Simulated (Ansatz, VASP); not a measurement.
## One calculation of Li2S, two programs

Contents of INCAR:

```
AGGAC = 1.0
AGGAX = 1.0
ALDAC = 0.0
ALDAX = 1.0
ALGO = Normal
EDIFF = 1E-6
ENCUT = 750
GGA = B5
GGA_COMPAT = False
ISIF = 2
ISMEAR = 0
LASPH = True
LCHARG = False
LREAL = False
LWAVE = False
NBANDS = 13
NELM = 120
PREC = Accurate
SIGMA = 0.05
```

File KPOINTS:

```
k-points
0
Gamma
  8 8 8
```

The input POSCAR:

```
Li2S
1.0
    0.0000000000      2.8424450950      2.8424450950
    2.8424450950      0.0000000000      2.8424450950
    2.8424450950      2.8424450950      0.0000000000
Li S
2 1
Direct
    0.2500000000      0.2500000000      0.2500000000
    0.7500000000      0.7500000000      0.7500000000
    0.0000000000      0.0000000000      0.0000000000
```

Input for Ansatz:

```yaml
crystal:
  lattice:
    - [0.0, 2.842445095, 2.842445095]
    - [2.842445095, 0.0, 2.842445095]
    - [2.842445095, 2.842445095, 0.0]
  atoms:
    - { symbol: Li, position: [0.25, 0.25, 0.25] }
    - { symbol: Li, position: [0.75, 0.75, 0.75] }
    - { symbol: S, position: [0.0, 0.0, 0.0] }
basis:
  ecutwfc: 420
  ecutrho_ratio: 4
kpoints:
  mp_grid: { grid: [8, 8, 8] }
hamiltonian:
  xc: blyp
scf:
  occupations: { method: gaussian, width: 0.05 }
output:
  forces: true
  stress: true
  eigenvalues: true
```

Alike in both runs: task single point; functional BLYP; k mesh 8 × 8 × 8; occupations gaussian, width 0.05 eV; no spin polarisation.

|  | VASP | Ansatz |
| --- | --- | --- |
| version | VASP 6.6.1 | Ansatz 0.2.0 |
| potentials or method | VASP PAW PBE potentials, release 64 (Li_sv, S), cutoff 750 eV | scalar-relativistic, plane waves, PAW |
| valence electrons in the cell | 12 | 12 |

Ansatz gave:

| Property | Result |
| --- | --- |
| gap on the k mesh at the Fermi level (eV) | 3.63 |
| least direct gap on the mesh (eV) | 4.53 |
| pressure (GPa) | 1.7 |

**Question.** Which values does VASP return?

**Answer.** gap on the k mesh at the Fermi level (eV): 3.63; least direct gap on the mesh (eV): 4.55; pressure (GPa): 1.7.

VASP's potentials were made for PBE, not for BLYP.
